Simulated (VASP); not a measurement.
Wanted: the native input for a VASP 6.6.1 run.

| Quantity | Value |
| --- | --- |
| Task | single point |
| Functional | r2SCAN |
| Potentials or basis | VASP PAW PBE potentials, release 64 (Ti_sv) |
| Cutoff | 520 eV |
| k mesh | 20 × 20 × 11 |
| Occupations | fermi-dirac, width 0.1 eV |
| Spin | no spin polarisation |
| Dipole correction | no |
| Further INCAR settings | ALGO = Normal; EDIFF = 1e-07; NBANDS = 19 |

Ti:

```
CELL_PARAMETERS angstrom
3.04888 0.00000 0.00000
-1.52444 2.64041 0.00000
0.00000 0.00000 4.82032
ATOMIC_POSITIONS crystal
Ti 0.33333 0.66667 0.25000
Ti 0.66667 0.33333 0.75000
```

One way to write it, as run:

POSCAR

```
Ti
1.0
    3.0488829358      0.0000000000      0.0000000000
   -1.5244414679      2.6404100755      0.0000000000
    0.0000000000      0.0000000000      4.8203210149
Ti
2
Direct
    0.3333333333      0.6666666667      0.2500000000
    0.6666666667      0.3333333333      0.7500000000
```

INCAR.step1

```
PREC = Accurate
ENCUT = 520
ISMEAR = -1
SIGMA = 0.1
LREAL = False
LASPH = True
NELM = 60
NBANDS = 19
GGA = PE
ALGO = Normal
EDIFF = 1E-4
LWAVE = True
LCHARG = False
```

INCAR.step2

```
PREC = Accurate
ENCUT = 520
EDIFF = 1E-7
ISMEAR = -1
SIGMA = 0.1
LREAL = False
LASPH = True
NELM = 60
ALGO = Normal
ISIF = 2
LWAVE = False
LCHARG = True
METAGGA = R2SCAN
LMIXTAU = True
LELF = True
LVHAR = True
NBANDS = 19
ISTART = 1
```

KPOINTS

```
regular mesh
0
Gamma
  20 20 11
```

Potentials or basis: VASP PAW PBE potentials, release 64 (Ti_sv).

Command:

```console
$ cat potpaw_PBE.64/Ti_sv/POTCAR > POTCAR
$ cp INCAR.step1 INCAR
$ mpirun -np 1 vasp_std > vasp.out
$ cp INCAR.step2 INCAR
$ mpirun -np 1 vasp_std > vasp.out
```

Results of the run:

The pressure is -10.5 GPa and the band gap on the k mesh is zero (bands 12 and 13 overlap by 1.22 eV).

Caveat: the cell stands under tension; the PAW data sets were made with another functional, which shifts forces and pressure a little.

Run time: 14 min on 1 thread of Intel(R) Xeon(R) Platinum 8259CL CPU @ 2.50GHz (Skylake/Cascade Lake), on a shared host, peak memory 0.28 GiB.
